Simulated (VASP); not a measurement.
# SiC (F-43m) in VASP: notebook

SiC is run at these levels: r2SCAN; tasks: single point, relaxation of cell and atoms.

Everything below comes from runs of VASP 6.6.1. Logs are shortened: lines on timing, memory, paths and dates and some standing lists are left out, and cuts for length are marked.

**Measured values to compare with.**

“Insight into the structural, elastic and electronic properties of a new orthorhombic 6O-SiC polytype”, 2020, pmc:7200658 quotes, for a bulk crystal of SiC: band gap 2.4 eV (indirect).

The runs below are set against these values where they give the same quantity.

## 1. The cell of the first run

The structure is cubic, space group F-43m (No. 216). The conventional cell has a = 4.356 Å, b = 4.356 Å, c = 4.356 Å, α = 90.00°, β = 90.00°, γ = 90.00°. Within 2.5 Å of Si (site symmetry -43m) lie 4 C at 1.89 Å. Within 2.5 Å of C (site symmetry -43m) lie 4 Si at 1.89 Å.

## 2. Single point, r2SCAN

Contents of POSCAR:

```
SiC
1.0
    0.0000000000      2.1781449820      2.1781449820
    2.1781449820      0.0000000000      2.1781449820
    2.1781449820      2.1781449820      0.0000000000
Si C
1 1
Direct
    0.0000000000      0.0000000000      0.0000000000
    0.7500000000      0.7500000000      0.7500000000
```

Contents of INCAR.step1:

```
SYSTEM = SiC
  PREC = Accurate
  ENCUT = 520
  ISMEAR = 0
  SIGMA = 0.05
  LREAL = .FALSE.
  LASPH = .TRUE.
  NELM = 60
  NBANDS = 11
  GGA = PE
  ALGO = Normal
  EDIFF = 1E-4
  LWAVE = .TRUE.
  LCHARG = .FALSE.
```

Contents of INCAR.step2:

```
SYSTEM = SiC
  PREC = Accurate
  ENCUT = 520
  EDIFF = 1E-7
  ISMEAR = 0
  SIGMA = 0.05
  LREAL = .FALSE.
  LASPH = .TRUE.
  NELM = 60
  ALGO = Normal
  ISIF = 2
  LWAVE = .FALSE.
  LCHARG = .TRUE.
  METAGGA = R2SCAN
  LMIXTAU = .TRUE.
  LELF = .TRUE.
  LVHAR = .TRUE.
  NBANDS = 11
  ISTART = 1
```

Contents of KPOINTS:

```
regular mesh
0
G
  8 8 8
  0 0 0
```

Potentials or basis: VASP PAW PBE potentials, release 64 (Si, C).

Started as:

```console
$ cat potpaw_PBE.64/Si/POTCAR potpaw_PBE.64/C/POTCAR > POTCAR
$ cp INCAR.step1 INCAR
$ mpirun -np 1 vasp_std > vasp.out
$ cp INCAR.step2 INCAR
$ mpirun -np 1 vasp_std > vasp.out
```

OUTCAR:

```text
SYSTEM = SiC
   PREC = Accurate
   ENCUT = 520
   EDIFF = 1E-7
   ISMEAR = 0
   LREAL = .FALSE.
   LASPH = .TRUE.
   NELM = 60
   ISIF = 2
   METAGGA = R2SCAN
   ISTART = 1

 ion  position               nearest neighbor table
   1  0.000  0.000  0.000-   2 1.89   2 1.89   2 1.89   2 1.89
   2  0.750  0.750  0.750-   1 1.89   1 1.89   1 1.89   1 1.89

  LATTYP: Found a face centered cubic cell.
 ALAT       =     4.3562899640

  Lattice vectors:

 A1 = (   0.0000000000,   2.1781449820,   2.1781449820)
 A2 = (   2.1781449820,   0.0000000000,   2.1781449820)
 A3 = (   2.1781449820,   2.1781449820,   0.0000000000)

Analysis of symmetry for initial positions (statically):
=====================================================================
 Subroutine PRICEL returns:
 Original cell was already a primitive cell.

 Routine SETGRP: Setting up the symmetry group for a
 face centered cubic supercell.

 Subroutine GETGRP returns: Found 24 space group operations
 (whereof 24 operations were pure point group operations)
 out of a pool of 48 trial point group operations.

The static configuration has the point symmetry T_d .

Analysis of symmetry for dynamics (positions and initial velocities):
=====================================================================
 Subroutine PRICEL returns:
 Original cell was already a primitive cell.

 Routine SETGRP: Setting up the symmetry group for a
 face centered cubic supercell.

 Subroutine GETGRP returns: Found 24 space group operations
 (whereof 24 operations were pure point group operations)
 out of a pool of 48 trial point group operations.

The dynamic configuration has the point symmetry T_d .

 Subroutine INISYM returns: Found 24 space group operations
 (whereof 24 operations are pure point group operations),
 and found     1 'primitive' translations

----------------------------------------------------------------------------------------

                                     Primitive cell

  volume of cell :      20.6676

  direct lattice vectors                    reciprocal lattice vectors
     0.000000000  2.178144982  2.178144982    -0.229553131  0.229553131  0.229553131
     2.178144982  0.000000000  2.178144982     0.229553131 -0.229553131  0.229553131
     2.178144982  2.178144982  0.000000000     0.229553131  0.229553131 -0.229553131

  length of vectors
     3.080362174  3.080362174  3.080362174     0.397597686  0.397597686  0.397597686

  position of ions in fractional coordinates (direct lattice)
     0.000000000  0.000000000  0.000000000
[... 87 lines left out ...]
   TEBEG  =    0.0;   TEEND  =   0.0 temperature during run
   PSTRESS=    0.0 pullay stress
   NELECT =       8.0000    total number of electrons
   NUPDOWN=      -1.0000    fix difference up-down
   EMIN   =  10.00;   EMAX   =-10.00  energy-range for DOS
   EFERMI =   0.00;   METHOD = LEGACY
   ISMEAR =     0;   SIGMA  =   0.05  broadening in eV -4-tet -1-fermi 0-gaus
   EFERMI_NEDOS =   21; number of points for ismear=-14 and -15
   IALGO  =     38    algorithm
   IMIX   =      4    mixing-type and parameters
     AMIX     =   0.40;   BMIX     =  1.00
     AMIX_MAG =   1.60;   BMIX_MAG =  1.00
  volume/ion in A,a.u.               =      10.33        69.74
  Fermi-wavevector in a.u.,A,eV,Ry     =   1.193094  2.254621 19.367534  1.423474
  Thomas-Fermi vector in A             =   2.329117
   LORBIT       =      0    0 simple, 1 ext, 2 COOP (PROOUT), +10 PAW based schemes
   METAGGA = R2SCAN    functional components
   LHFCALC =     F    Hartree Fock is set to
   AEXX    =    0.0000 exact exchange contribution
   IVDW    =     0    specifies the selected vdW correction
   LEPSILON=     F    determine dielectric tensor
   LRPA    =     F    only Hartree local field effects (RPA)
 non-spin polarized calculation
 Gauss-broadening in eV      SIGMA  =   0.05
  energy-cutoff  :      520.00
  volume of cell :       20.67
 maximum number of plane-waves:       568
   NGX = 11   NGY = 11   NGZ = 11

 number of electron       8.0000001 magnetization

 Free energy of the ion-electron system (eV)
  ---------------------------------------------------
  ext. energy  EPLUGINS =         0.00000000
  ---------------------------------------------------
  free energy    TOTEN  =       -19.32605932 eV

  energy without entropy =      -19.32605932  energy(sigma->0) =      -19.32605932

 E-fermi :   8.2315     XC(G=0): -11.9394

 val. band max:        7.9962204976   @ k =   0.0000   0.0000   0.0000
 cond. band min:       9.7198908671   @ k =   0.5000   0.5000   0.0000
 fundamental gap:      1.7236703695
 Fermi energy:         8.2314910531

 k-point     1 :       0.0000    0.0000    0.0000
  band No.  band energies     occupation
      1      -8.1930      2.00000
      2       7.9962      2.00000
      3       7.9962      2.00000
      4       7.9962      2.00000
      5      14.8450      0.00000
      6      15.8532      0.00000
      7      15.8532      0.00000
      8      15.8532      0.00000
      9      23.2113      0.00000
     10      23.2113      0.00000
     11      25.7784      0.00000
[... 309 lines left out ...]
 k-point    24 :      -0.3750    0.2500    0.1250
  band No.  band energies     occupation
      1      -3.9031      2.00000
      2      -0.0932      2.00000
      3       4.1456      2.00000
      4       5.6497      2.00000
      5      13.7773      0.00000
      6      15.8649      0.00000
      7      18.9080      0.00000
      8      19.8614      0.00000
      9      22.3464      0.00000
     10      25.2622      0.00000
     11      28.5518      0.00000

 [... further k-points ...]

------------------------ aborting loop because EDIFF is reached ----------------------------------------

  FORCE on cell =-STRESS in cart. coord.  units (eV):
  Direction    XX          YY          ZZ          XY          YZ          ZX
  --------------------------------------------------------------------------------------
  -------------------------------------------------------------------------------------
  Total       -0.0223382     -0.0223382     -0.0223382      0.0000000     -0.0000000      0.0000000
  in kB       -1.7316851     -1.7316851     -1.7316851      0.0000000     -0.0000000      0.0000000
  external PRESSURE =      -1.7316851 kB  Pullay stress =       0.0000000 kB

 VOLUME and BASIS-vectors are now :
 -----------------------------------------------------------------------------
  energy-cutoff  :      520.00
  volume of cell :       20.67
      direct lattice vectors                 reciprocal lattice vectors
     0.000000000  2.178144982  2.178144982    -0.229553131  0.229553131  0.229553131
     2.178144982  0.000000000  2.178144982     0.229553131 -0.229553131  0.229553131
     2.178144982  2.178144982  0.000000000     0.229553131  0.229553131 -0.229553131

 POSITION                                       TOTAL-FORCE (eV/Angst)
 -----------------------------------------------------------------------------------
      0.00000      0.00000      0.00000         0.000000     -0.000000      0.000000
      3.26722      3.26722      3.26722        -0.000000      0.000000     -0.000000
 -----------------------------------------------------------------------------------
    total drift:                                0.000001      0.000001      0.000001

  FREE ENERGIE OF THE ION-ELECTRON SYSTEM (eV)
  ---------------------------------------------------
  free  energy   TOTEN  =       -19.3260593229 eV

  energy  without entropy=      -19.3260593229  energy(sigma->0) =      -19.32605932
```

It took 21 s on 1 thread of Intel Xeon Platinum 8124M at 3.00GHz (Skylake/Cascade Lake), shared host; peak memory 0.14 GiB.

Results:

| Quantity | Value |
| --- | --- |
| Free energy | -19.3261 eV |
| Pressure | -0.2 GPa |
| Band gap on the k mesh | 1.72 eV, indirect (least direct gap 5.06 eV) |

Levels at points of the mesh, in eV from the valence-band top:
| k point | band 1 | band 2 | band 3 | band 4 | band 5 | band 6 | band 7 | band 8 | band 9 |
| --- | --- | --- | --- | --- | --- | --- | --- | --- | --- |
| (0.00, 0.00, 0.00) | -16.19 | 0.00 | 0.00 | 0.00 | 6.85 | 7.86 | 7.86 | 7.86 | 15.22 |
| (0.50, 0.00, 0.00) | -12.56 | -8.83 | -1.11 | -1.11 | 6.00 | 7.76 | 7.76 | 10.96 | 17.43 |
| (0.50, 0.50, 0.00) | -11.10 | -8.05 | -3.34 | -3.34 | 1.72 | 4.83 | 15.14 | 15.14 | 16.01 |

Caveat: the PAW data sets were made with another functional, which shifts forces and pressure a little.

## 3. Single point, r2SCAN

POSCAR is that of step 2.

Contents of INCAR.step1:

```
PREC = Accurate
ENCUT = 520
ISMEAR = 0
SIGMA = 0.02
LREAL = F
LASPH = T
NELM = 80
NBANDS = 11
GGA = PE
ALGO = Normal
EDIFF = 1E-4
LWAVE = T
LCHARG = F
```

Contents of INCAR.step2:

```
PREC = Accurate
ENCUT = 520
EDIFF = 1E-6
ISMEAR = 0
SIGMA = 0.02
LREAL = F
LASPH = T
NELM = 80
ALGO = Normal
ISIF = 2
LWAVE = F
LCHARG = F
METAGGA = R2SCAN
LMIXTAU = T
NBANDS = 11
ISTART = 1
```

Contents of KPOINTS:

```
regular mesh
0
Gamma
  12 12 12
```

Potentials or basis: VASP PAW PBE potentials, release 64 (Si, C).

Started as:

```console
$ cat potpaw_PBE.64/Si/POTCAR potpaw_PBE.64/C/POTCAR > POTCAR
$ cp INCAR.step1 INCAR
$ mpirun -np 1 vasp_std > vasp.out
$ cp INCAR.step2 INCAR
$ mpirun -np 1 vasp_std > vasp.out
```

It took 31 s on 1 thread of Intel Xeon Platinum 8124M at 3.00GHz (Skylake/Cascade Lake), shared host; peak memory 0.14 GiB.

It converged, with:

- Free energy: -19.3271 eV
- Pressure: -0.2 GPa
- Band gap on the k mesh: 1.72 eV, indirect (least direct gap 5.06 eV)

Levels at points of the mesh, in eV from the valence-band top:
| k point | band 1 | band 2 | band 3 | band 4 | band 5 | band 6 | band 7 | band 8 | band 9 |
| --- | --- | --- | --- | --- | --- | --- | --- | --- | --- |
| (0.00, 0.00, 0.00) | -16.19 | 0.00 | 0.00 | 0.00 | 6.85 | 7.86 | 7.86 | 7.86 | 15.22 |
| (0.50, 0.00, 0.00) | -12.56 | -8.82 | -1.11 | -1.11 | 6.00 | 7.76 | 7.76 | 10.96 | 17.43 |
| (0.50, 0.50, 0.00) | -11.10 | -8.05 | -3.34 | -3.34 | 1.72 | 4.83 | 15.14 | 15.14 | 16.01 |

Caveat: the PAW data sets were made with another functional, which shifts forces and pressure a little.

## 4. Single point, r2SCAN

Contents of POSCAR:

```
SiC
1.0
    0.0000000000      2.1781449855      2.1781449855
    2.1781449855      0.0000000000      2.1781449855
    2.1781449855      2.1781449855      0.0000000000
Si C
1 1
Direct
    0.0000000000      0.0000000000      0.0000000000
    0.7500000000      0.7500000000      0.7500000000
```

INCAR.step1 is that of step 3.

INCAR.step2 is that of step 3.

KPOINTS is that of step 3.

Started as:

```console
$ cat potpaw_PBE.64/Si/POTCAR potpaw_PBE.64/C/POTCAR > POTCAR
$ cp INCAR.step1 INCAR
$ mpirun -np 1 vasp_std > vasp.out
$ cp INCAR.step2 INCAR
$ mpirun -np 1 vasp_std > vasp.out
```

Wall time 17 s (1 thread of Intel Xeon 6975P-C (Granite Rapids), shared host); peak memory 0.14 GiB.

The run converged. Its results:

```yaml
Free_energy: -19.3271 eV
Pressure: -0.2 GPa
Band_gap_on_the_k_mesh: 1.72 eV, indirect (least direct gap 5.06 eV)
```

Levels at points of the mesh, in eV from the valence-band top:
```tsv
k point	band 1	band 2	band 3	band 4	band 5	band 6	band 7	band 8
(0.00, 0.00, 0.00)	-16.19	0.00	0.00	0.00	6.85	7.86	7.86	7.86
(0.50, 0.00, 0.00)	-12.56	-8.82	-1.11	-1.11	6.00	7.76	7.76	10.96
(0.50, 0.50, 0.00)	-11.10	-8.05	-3.34	-3.34	1.72	4.83	15.14	15.14
```

Caveat: the PAW data sets were made with another functional, which shifts forces and pressure a little.

## 5. Relaxation of cell and atoms, r2SCAN

This run uses another cell than the first one, of 10.27 Å³/atom, 0.994 times its volume.

Contents of POSCAR:

```
SiC
1.0
    0.0000000000      2.1740000000      2.1740000000
    2.1740000000      0.0000000000      2.1740000000
    2.1740000000      2.1740000000      0.0000000000
Si C
1 1
Direct
    0.0000000000      0.0000000000      0.0000000000
    0.7500000000      0.7500000000      0.7500000000
```

Contents of INCAR.step1:

```
SYSTEM = SiC
  PREC = Accurate
  ENCUT = 600
  ISMEAR = 0
  SIGMA = 0.02
  LREAL = .FALSE.
  LASPH = .TRUE.
  NELM = 100
  GGA = PE
  ALGO = Normal
  EDIFF = 1E-4
  LWAVE = .TRUE.
  LCHARG = .FALSE.
```

Contents of INCAR.step2:

```
SYSTEM = SiC
  PREC = Accurate
  ENCUT = 600
  EDIFF = 1E-6
  ISMEAR = 0
  SIGMA = 0.02
  LREAL = .FALSE.
  LASPH = .TRUE.
  NELM = 100
  ALGO = Normal
  ISIF = 3
  LWAVE = .FALSE.
  LCHARG = .FALSE.
  METAGGA = R2SCAN
  LMIXTAU = .TRUE.
  IBRION = 2
  NSW = 100
  EDIFFG = -0.005
  ISTART = 1
```

Contents of KPOINTS:

```
Automatic mesh
0
G
  12 12 12
  0 0 0
```

Started as:

```console
$ cat potpaw_PBE.64/Si/POTCAR potpaw_PBE.64/C/POTCAR > POTCAR
$ cp INCAR.step1 INCAR
$ mpirun -np 1 vasp_std > vasp.out
$ cp INCAR.step2 INCAR
$ mpirun -np 1 vasp_std > vasp.out
```

Wall time 73 s (1 thread of Intel Xeon 6975P-C (Granite Rapids), shared host); peak memory 0.16 GiB.

The run converged. Its results:

| Item | Value |
| --- | --- |
| Free energy | -19.3290 eV |
| Relaxed volume | 10.32 Å³/atom |
| Relaxed cell | a = 3.079 Å, b = 3.079 Å, c = 3.079 Å, α = 60.00°, β = 60.00°, γ = 60.00° |
| Space group after relaxing (to 0.05 Å) | F-43m (No. 216) |
| Energy gained by relaxing | 0.1 meV/atom |
| Ionic steps | 3 |
| Pressure after relaxing | 0.0 GPa |
| Band gap on the k mesh | 1.72 eV, indirect (least direct gap 5.06 eV) |

The path:
| step | energy change (eV) | largest force (eV/Å) | pressure (GPa) | volume (Å³) |
| --- | --- | --- | --- | --- |
| 1 | 0.0000 | 0.0000 | 0.97 | 20.55 |
| 2 | 0.0001 | 0.0000 | -1.08 | 20.74 |
| 3 | -0.0003 | 0.0000 | 0.00 | 20.64 |

Final structure:
```
Si C
1.0
     0.00000    2.17704    2.17704
     2.17704    0.00000    2.17704
     2.17704    2.17704    0.00000
Si C
1 1
Direct
  0.00000 0.00000 0.00000
  0.75000 0.75000 0.75000
```

Levels at points of the mesh, in eV from the valence-band top:
| k point | band 1 | band 2 | band 3 | band 4 | band 5 | band 6 | band 7 | band 8 |
| --- | --- | --- | --- | --- | --- | --- | --- | --- |
| (0.00, 0.00, 0.00) | -16.20 | 0.00 | 0.00 | 0.00 | 6.87 | 7.87 | 7.87 | 7.87 |
| (0.50, 0.00, 0.00) | -12.57 | -8.83 | -1.11 | -1.11 | 6.02 | 7.76 | 7.76 | 10.97 |
| (0.50, 0.50, 0.00) | -11.10 | -8.06 | -3.34 | -3.34 | 1.72 | 4.83 | 15.16 | 15.16 |

Caveat: the PAW data sets were made with another functional, which shifts forces and pressure a little. Zero-point motion and thermal expansion aren't in these numbers.

## 6. The runs side by side

| task | cell | k mesh | cutoff (eV) | smearing | gap on the mesh (eV) | pressure (GPa) |
| --- | --- | --- | --- | --- | --- | --- |
| single point | a = 3.080 Å, angles 60.0°, 2 atoms | 8 × 8 × 8 | 520 | gaussian 0.05 eV | 1.72 | -0.2 |
| single point | a = 3.080 Å, angles 60.0°, 2 atoms | 12 × 12 × 12 | 520 | gaussian 0.02 eV | 1.72 | -0.2 |
| relaxation of cell and atoms | relaxed from a = 3.075 Å, angles 60.0°, 2 atoms | 12 × 12 × 12 | 600 | gaussian 0.02 eV | 1.72 | 0.0 |

Alike in all rows: level r2SCAN; potentials or basis VASP PAW PBE potentials, release 64 (Si, C); no spin polarisation.

Caveats: the PAW data sets were made with another functional, which shifts forces and pressure a little.

Total energies depend on the potentials used, so only differences within one code and one set of settings carry meaning.

## 7. How close it comes

Step 2. Against the measured gap of SiC, 2.4 eV (indirect; quoted in “Insight into the structural, elastic and electronic properties of a new orthorhombic 6O-SiC polytype”, 2020, pmc:7200658), the calculated 1.72 eV is off by -0.68 eV. The value is that of r2SCAN on a finite k mesh, which can miss the band edges, without temperature or zero-point motion.

Step 3. A measured gap of SiC is 2.4 eV (indirect; quoted in “Insight into the structural, elastic and electronic properties of a new orthorhombic 6O-SiC polytype”, 2020, pmc:7200658); the calculated 1.72 eV misses it by -0.68 eV. The value is that of r2SCAN on a finite k mesh, which can miss the band edges, without temperature or zero-point motion.

Step 4. Measured gap of SiC: 2.4 eV (indirect; quoted in “Insight into the structural, elastic and electronic properties of a new orthorhombic 6O-SiC polytype”, 2020, pmc:7200658). This calculation gives 1.72 eV (-0.68 eV). The value is that of r2SCAN on a finite k mesh, which can miss the band edges, without temperature or zero-point motion.
